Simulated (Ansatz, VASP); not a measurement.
# One calculation of C, two programs

```xyz
2
Lattice="0.0296 1.7976 1.7976 1.7976 0.0296 1.7976 1.7976 1.7976 0.0296" Properties=species:S:1:pos:R:3 pbc="T T T"
C     0.0005    0.0005    0.0005
C     0.9057    0.9057    0.9057
```

Change from the starting cell: strained cell.

Alike in both runs: functional PBEsol; k mesh 9 × 9 × 9; occupations gaussian, width 0.02 eV; no spin polarisation.

Ansatz relaxed the structure, and its values are those at the end. VASP's run is a single point on that final structure, the one shown.

|  | VASP | Ansatz |
| --- | --- | --- |
| version | VASP 6.6.1 | Ansatz 0.2.0 |
| potentials or method | VASP PAW PBE potentials, release 64 (C), cutoff 600 eV | scalar-relativistic, plane waves, PAW |
| valence electrons in the cell | 8 | 8 |

|  | VASP | Ansatz | Ansatz less VASP |
| --- | --- | --- | --- |
| gap on the k mesh at the Fermi level (eV) | 4.00 | 4.00 | +0.005 |
| least direct gap on the mesh (eV) | 5.00 | 5.00 | -0.001 |
| pressure (GPa) | -3.5 | -4.0 | -0.46 |
| rms of the force components (eV/Å) | 0.005 | 0.000 | -0.0054 |

VASP's potentials were made for PBE, not for PBEsol, and Ansatz warns of the same on its side. With one functional, cell and mesh, what is left measures potentials, basis and numerics. Ansatz's warnings: stress scf threshold loose.
